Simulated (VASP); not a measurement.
# V4Bi4O15 (a cell with a defect) in VASP: a series of runs

Runs on V4Bi4O15 (a cell with a defect). Level: PBE. Tasks: single point.

Everything below comes from runs of VASP 6.6.1. Logs are shortened: lines on timing, memory, paths and dates and some standing lists are left out, and cuts for length are marked.

## (1) The cell of the first run

The cell holds a defect, 23 atoms: a = 6.929 Å, b = 6.929 Å, c = 7.307 Å, α = 90.00°, β = 90.00°, γ = 116.36°.

## (2) Single point, PBE

The input, INCAR:

```
SYSTEM = V4Bi4O15
PREC = Accurate
ENCUT = 520
EDIFF = 1E-6
ISMEAR = 0
SIGMA = 0.02
LREAL = Auto
LASPH = .TRUE.
NELM = 100
ALGO = Normal
ISIF = 2
LWAVE = .FALSE.
LCHARG = .FALSE.
GGA = PE
NBANDS = 118
NELECT = 200.0
```

The input, KPOINTS:

```
Automatic mesh
0
Gamma
  2 2 2
  0.5 0.5 0.5
```

The input, POSCAR:

```
V4Bi4O15
1.0
   -2.5834678445     -2.5834678445      5.8874966706
   -2.5834678445     -2.5834678445     -5.8874966706
    5.1669356890     -5.1669356890      0.0000000000
V Bi O
4 4 15
Direct
    0.0062690496     -0.0804598317      0.4194444503
    0.4883875359      0.5041682667      0.0120653718
    0.4881010804      0.0100843345      0.7475173357
   -0.0153317623      0.4833859719      0.2774141360
   -0.0079606057      0.0199317243     -0.0191848720
    0.4565407588      0.4914989102      0.5253121315
    0.5158953834     -0.0027039757      0.2437466955
   -0.0231856740      0.5304915818      0.7864772748
    1.2324206043      0.1192559833      0.4984374018
    0.4491404346      0.6411928575      0.1928150571
    0.2233747093      0.8768634865      0.8370197077
    0.7213933886      0.3719718747      0.3295957416
    0.5919651124      0.2824372940      0.7115882065
    0.0988713841      0.7810068017      0.2587144645
    0.8606830347      0.0073115118      0.2720800267
    0.3469648990      0.5117082618      0.8150690764
    0.6534497172      0.9935990390      0.9188880578
    0.1087169622      0.4499540129      0.4689062620
    0.8615679659      0.7519388594      0.5896293632
    0.3772864249      0.2409945432      0.0793646418
    0.5071730366      0.8846385579      0.5477351897
    0.0120810331      0.3784634059      0.0703372408
    0.7743682348      0.6366959701      0.9724669132
```

Potentials or basis: VASP PAW PBE potentials, release 64 (V_sv, Bi_d, O).

On the command line:

```console
$ cat potpaw_PBE.64/V_sv/POTCAR potpaw_PBE.64/Bi_d/POTCAR potpaw_PBE.64/O/POTCAR > POTCAR
$ mpirun -np 1 vasp_std > vasp.out
```

OUTCAR:

```text
SYSTEM = V4Bi4O15
   PREC = Accurate
   ENCUT = 520
   EDIFF = 1E-6
   ISMEAR = 0
   LREAL = Auto
   LASPH = .TRUE.
   NELM = 100
   ISIF = 2
   GGA = PE
   NELECT = 200.0

 ion  position               nearest neighbor table
   1  0.006  0.920  0.419-   9 1.67  19 1.69  15 1.76  14 1.81   5 3.29
   2  0.488  0.504  0.012-  20 1.71  10 1.72  16 1.76  23 1.80
   3  0.488  0.010  0.748-  13 1.72  21 1.73  17 1.73  11 1.77
   4  0.985  0.483  0.277-  12 1.68  18 1.71  22 1.73  14 1.86
   5  0.992  0.020  0.981-  15 2.30  17 2.32  23 2.40  11 2.46  22 2.51  20 2.52  14 2.92   1 3.29
                             8 3.63   7 3.76   8 3.86
   6  0.457  0.491  0.525-  16 2.27  18 2.33   9 2.36  13 2.46  21 2.59  19 2.62  10 2.65  12 2.73

   7  0.516  0.997  0.244-  10 2.33  21 2.35  15 2.37  12 2.42  17 2.56  20 2.58  14 2.60   5 3.76

   8  0.977  0.530  0.786-  11 2.27  23 2.30  22 2.39  19 2.48  13 2.51  16 2.63  18 2.64   5 3.63
                             5 3.86
   9  0.232  0.119  0.498-   1 1.67   6 2.36
  10  0.449  0.641  0.193-   2 1.72   7 2.33   6 2.65
  11  0.223  0.877  0.837-   3 1.77   8 2.27   5 2.46
  12  0.721  0.372  0.330-   4 1.68   7 2.42   6 2.73
  13  0.592  0.282  0.712-   3 1.72   6 2.46   8 2.51
  14  0.099  0.781  0.259-   1 1.81   4 1.86   7 2.60   5 2.92
  15  0.861  0.007  0.272-   1 1.76   5 2.30   7 2.37
  16  0.347  0.512  0.815-   2 1.76   6 2.27   8 2.63
  17  0.653  0.994  0.919-   3 1.73   5 2.32   7 2.56
  18  0.109  0.450  0.469-   4 1.71   6 2.33   8 2.64
  19  0.862  0.752  0.590-   1 1.69   8 2.48   6 2.62
  20  0.377  0.241  0.079-   2 1.71   5 2.52   7 2.58
  21  0.507  0.885  0.548-   3 1.73   7 2.35   6 2.59
  22  0.012  0.378  0.070-   4 1.73   8 2.39   5 2.51
  23  0.774  0.637  0.972-   2 1.80   8 2.30   5 2.40

  LATTYP: Found a base centered orthorhombic cell.
 ALAT       =     7.3071505273
 B/A-ratio  =     1.6114343474
 C/A-ratio  =     1.0000000000

  Lattice vectors:

 A1 = (  -2.5834678445,  -2.5834678445,   5.8874966706)
 A2 = (  -2.5834678445,  -2.5834678445,  -5.8874966706)
 A3 = (   5.1669356890,  -5.1669356890,   0.0000000000)

Analysis of symmetry for initial positions (statically):
=====================================================================
 Subroutine PRICEL returns:
 Original cell was already a primitive cell.

 Routine SETGRP: Setting up the symmetry group for a
 base centered orthorhombic supercell.

 Subroutine GETGRP returns: Found  1 space group operations
 (whereof  1 operations were pure point group operations)
 out of a pool of  8 trial point group operations.

The static configuration has the point symmetry C_1 .

Analysis of symmetry for dynamics (positions and initial velocities):
=====================================================================
 Subroutine PRICEL returns:
 Original cell was already a primitive cell.

 Routine SETGRP: Setting up the symmetry group for a
 base centered orthorhombic supercell.

 Subroutine GETGRP returns: Found  1 space group operations
 (whereof  1 operations were pure point group operations)
 out of a pool of  8 trial point group operations.

The dynamic configuration has the point symmetry C_1 .

 Subroutine INISYM returns: Found  1 space group operations
 (whereof  1 operations are pure point group operations),
 and found     1 'primitive' translations

----------------------------------------------------------------------------------------

                                     Primitive cell

  volume of cell :     314.3596

  direct lattice vectors                    reciprocal lattice vectors
    -2.583467844 -2.583467844  5.887496671    -0.096769155 -0.096769155  0.084925738
    -2.583467844 -2.583467844 -5.887496671    -0.096769155 -0.096769155 -0.084925738
     5.166935689 -5.166935689  0.000000000     0.096769155 -0.096769155  0.000000000

  length of vectors
     6.929013584  6.929013584  7.307150527     0.161061850  0.161061850  0.136852251

  position of ions in fractional coordinates (direct lattice)
     0.006269050  0.919540168  0.419444450
     0.488387536  0.504168267  0.012065372
     0.488101080  0.010084335  0.747517336
     0.984668238  0.483385972  0.277414136
     0.992039394  0.019931724  0.980815128
     0.456540759  0.491498910  0.525312132
[... 15 lines left out ...]
     0.012081033  0.378463406  0.070337241
     0.774368235  0.636695970  0.972466913

  ion indices of the primitive-cell ions
   primitive index   ion index
                 1           1
                 2           2
                 3           3
                 4           4
                 5           5
                 6           6
[... 15 lines left out ...]
                22          22
                23          23

----------------------------------------------------------------------------------------

 KPOINTS: Automatic mesh

Automatic generation of k-mesh.
 Grid dimensions read from file:
 generate k-points for:    2    2    2

 Generating k-lattice:

  Cartesian coordinates                     Fractional coordinates (reciprocal lattice)
    -0.048384577 -0.048384577  0.042462869     0.500000000  0.000000000  0.000000000
    -0.048384577 -0.048384577 -0.042462869     0.000000000  0.500000000  0.000000000
     0.048384577 -0.048384577  0.000000000     0.000000000  0.000000000  0.500000000

  Length of vectors
     0.080530925  0.080530925  0.068426126

  Shift w.r.t. Gamma in fractional coordinates (k-lattice)
     0.500000000  0.500000000  0.500000000

 Subroutine IBZKPT returns following result:
 ===========================================

 Found      4 irreducible k-points:

 Following reciprocal coordinates:
            Coordinates               Weight
  0.250000  0.250000  0.250000      2.000000
 -0.250000 -0.250000  0.250000      2.000000
 -0.250000  0.250000  0.250000      2.000000
  0.250000 -0.250000  0.250000      2.000000
   k-points           NKPTS =      4   k-points in BZ     NKDIM =      4   number of bands    NBANDS=    118
   number of dos      NEDOS =    301   number of ions     NIONS =     23
   total plane-waves  NPLWV = 157464
   dimension x,y,z NGX =    54 NGY =   54 NGZ =   54
   dimension x,y,z NGXF=   108 NGYF=  108 NGZF=  108
   ions per type =               4   4  15
   NGX,Y,Z   is equivalent  to a cutoff of  12.96, 12.96, 12.29 a.u.
   NGXF,Y,Z  is equivalent  to a cutoff of  25.91, 25.91, 24.57 a.u.
 SYSTEM =  V4Bi4O15
   PREC   = accura    normal or accurate (medium, high low for compatibility)
   ISTART =      0    job   : 0-new  1-cont  2-samecut
   ICHARG =      2    charge: 1-file 2-atom 10-const
   ISPIN  =      1    spin polarized calculation?
   LNONCOLLINEAR =      F non collinear calculations
   LSORBIT =      F    spin-orbit coupling
   LASPH  =      T    aspherical Exc in radial PAW
   ENCUT  =  520.0 eV  38.22 Ry    6.18 a.u.  12.88 12.88 13.59*2*pi/ulx,y,z
   NELM   =    100;   NELMIN=  2; NELMDL= -5     # of ELM steps
   EDIFF  = 0.1E-05   stopping-criterion for ELM
   LREAL  =      T    real-space projection
   EDIFFG = 0.1E-04   stopping-criterion for IOM
   NSW    =      0    number of steps for IOM
   IBRION =     -1    ionic relax: 0-MD 1-quasi-New 2-CG
   NFREE  =      0    steps in history (QN), initial steepest desc. (CG)
   ISIF   =      2    stress and relaxation
   ISYM   =      2    0-nonsym 1-usesym 2-fastsym
   POTIM  = 0.5000    time-step for ionic-motion
   TEBEG  =    0.0;   TEEND  =   0.0 temperature during run
   PSTRESS=    0.0 pullay stress
   NELECT =     200.0000    total number of electrons
   NUPDOWN=      -1.0000    fix difference up-down
   EMIN   =  10.00;   EMAX   =-10.00  energy-range for DOS
   EFERMI =   0.00;   METHOD = LEGACY
   ISMEAR =     0;   SIGMA  =   0.02  broadening in eV -4-tet -1-fermi 0-gaus
   EFERMI_NEDOS =   21; number of points for ismear=-14 and -15
   IALGO  =     38    algorithm
   IMIX   =      4    mixing-type and parameters
     AMIX     =   0.40;   BMIX     =  1.00
     AMIX_MAG =   1.60;   BMIX_MAG =  1.00
  volume/ion in A,a.u.               =      13.67        92.23
  Fermi-wavevector in a.u.,A,eV,Ry     =   1.408021  2.660775 26.973878  1.982524
  Thomas-Fermi vector in A             =   2.530221
   LORBIT       =      0    0 simple, 1 ext, 2 COOP (PROOUT), +10 PAW based schemes
   GGA     = PE    functional components
   LHFCALC =     F    Hartree Fock is set to
   AEXX    =    0.0000 exact exchange contribution
   IVDW    =     0    specifies the selected vdW correction
   LEPSILON=     F    determine dielectric tensor
   LRPA    =     F    only Hartree local field effects (RPA)
 non-spin polarized calculation
 Gauss-broadening in eV      SIGMA  =   0.02
  energy-cutoff  :      520.00
  volume of cell :      314.36
 maximum number of plane-waves:      8480
 NGX is ok and might be reduce to    54
   NGX = 25   NGY = 25   NGZ = 27

 number of electron     199.9999995 magnetization

 Free energy of the ion-electron system (eV)
  ---------------------------------------------------
  ext. energy  EPLUGINS =         0.00000000
  ---------------------------------------------------
  free energy    TOTEN  =      -182.04392815 eV

  energy without entropy =     -182.04392815  energy(sigma->0) =     -182.04392815

 E-fermi :   4.1260     XC(G=0): -10.4233

 val. band max:        4.0271527957   @ k =   0.2500   0.2500   0.2500
 cond. band min:       6.3551698567   @ k =   0.2500   0.2500   0.2500
 fundamental gap:      2.3280170610
 Fermi energy:         4.1260416136

 k-point     1 :       0.2500    0.2500    0.2500
  band No.  band energies     occupation
      1     -60.3329      2.00000
      2     -60.1975      2.00000
      3     -60.0514      2.00000
      4     -60.0031      2.00000
      5     -34.3191      2.00000
      6     -34.2939      2.00000
[... 104 lines left out ...]
    111       7.8345      0.00000
    112       8.0002      0.00000

 k-point     2 :      -0.2500   -0.2500    0.2500
  band No.  band energies     occupation
      1     -60.3329      2.00000
      2     -60.1975      2.00000
      3     -60.0514      2.00000
      4     -60.0031      2.00000
      5     -34.3191      2.00000
      6     -34.2939      2.00000
[... 104 lines left out ...]
    111       7.8603      0.00000
    112       7.9906      0.00000

 k-point     3 :      -0.2500    0.2500    0.2500
  band No.  band energies     occupation
      1     -60.3329      2.00000
      2     -60.1975      2.00000
      3     -60.0514      2.00000
      4     -60.0031      2.00000
      5     -34.3191      2.00000
      6     -34.2939      2.00000
[... 104 lines left out ...]
    111       7.8002      0.00000
    112       7.9890      0.00000

 k-point     4 :       0.2500   -0.2500    0.2500
  band No.  band energies     occupation
      1     -60.3329      2.00000
      2     -60.1975      2.00000
      3     -60.0514      2.00000
      4     -60.0031      2.00000
      5     -34.3191      2.00000
      6     -34.2939      2.00000
[... 104 lines left out ...]
    111       7.7854      0.00000
    112       7.9007      0.00000
 [bands above 112 left out]

------------------------ aborting loop because EDIFF is reached ----------------------------------------

  FORCE on cell =-STRESS in cart. coord.  units (eV):
  Direction    XX          YY          ZZ          XY          YZ          ZX
  --------------------------------------------------------------------------------------
  -------------------------------------------------------------------------------------
  Total      -18.1075104    -17.4648440    -14.2209089     -0.5774957     -0.3276698      0.7990652
  in kB      -92.2874282    -89.0119901    -72.4788266     -2.9432864     -1.6700146      4.0725461
  external PRESSURE =     -84.5927483 kB  Pullay stress =       0.0000000 kB

 VOLUME and BASIS-vectors are now :
 -----------------------------------------------------------------------------
  energy-cutoff  :      520.00
  volume of cell :      314.36
      direct lattice vectors                 reciprocal lattice vectors
    -2.583467844 -2.583467844  5.887496671    -0.096769155 -0.096769155  0.084925738
    -2.583467844 -2.583467844 -5.887496671    -0.096769155 -0.096769155 -0.084925738
     5.166935689 -5.166935689  0.000000000     0.096769155 -0.096769155  0.000000000

 POSITION                                       TOTAL-FORCE (eV/Angst)
 -----------------------------------------------------------------------------------
     -0.22456     -4.55904     -5.37688        -0.009890      0.089773     -0.031336
     -2.50189     -2.62658     -0.09291        -0.086518     -0.010947      0.020509
      2.57533     -5.14942      2.81432         0.055207      0.034712     -0.009133
     -2.35929     -5.22605      2.95130        -0.111005     -0.040403      0.003468
      2.45341     -7.68220      5.72328        -0.004201      0.005808      0.010140
      0.26502     -5.16348     -0.20582        -0.034289     -0.007340      0.020593
[... 15 lines left out ...]
     -0.64553     -1.37239     -2.15708        -0.064759      0.097456      0.062447
      1.37924     -8.67011      0.81055        -0.055937     -0.049170      0.036513
 -----------------------------------------------------------------------------------
    total drift:                               -0.005033     -0.008630      0.045278

  FREE ENERGIE OF THE ION-ELECTRON SYSTEM (eV)
  ---------------------------------------------------
  free  energy   TOTEN  =      -182.0439281452 eV

  energy  without entropy=     -182.0439281452  energy(sigma->0) =     -182.04392815
```

It took 4.5 min on 1 thread of Intel Xeon Platinum 8559C (Emerald Rapids), shared host; peak memory 0.42 GiB.

What came out:

- Free energy: -182.0439 eV
- Largest force: 0.202 eV/Å

Forces on the atoms (eV/Å):
```
V   -0.010  0.090 -0.031
V   -0.087 -0.011  0.021
V    0.055  0.035 -0.009
V   -0.111 -0.040  0.003
Bi  -0.004  0.006  0.010
Bi  -0.034 -0.007  0.021
Bi   0.004  0.019 -0.016
Bi  -0.004  0.013  0.031
O   -0.088 -0.181  0.017
O    0.065 -0.103 -0.090
O    0.079  0.020 -0.050
O    0.143  0.076 -0.112
O   -0.106 -0.069 -0.088
O   -0.079  0.009  0.025
O   -0.021  0.046 -0.082
O   -0.032  0.090 -0.071
O    0.034 -0.093  0.074
O    0.072 -0.101  0.074
O    0.160 -0.008  0.013
O    0.142  0.060  0.094
O   -0.058  0.102  0.068
O   -0.065  0.097  0.062
O   -0.056 -0.049  0.037
```

Caveat: the cell carries a net charge on a neutralising background, which shifts energy and pressure; the cell is charged against a uniform background, so pressure and absolute levels hang on convention; spin-orbit coupling is left out, which moves the levels of the heavy elements.

(Continued in part 2 of 2.)
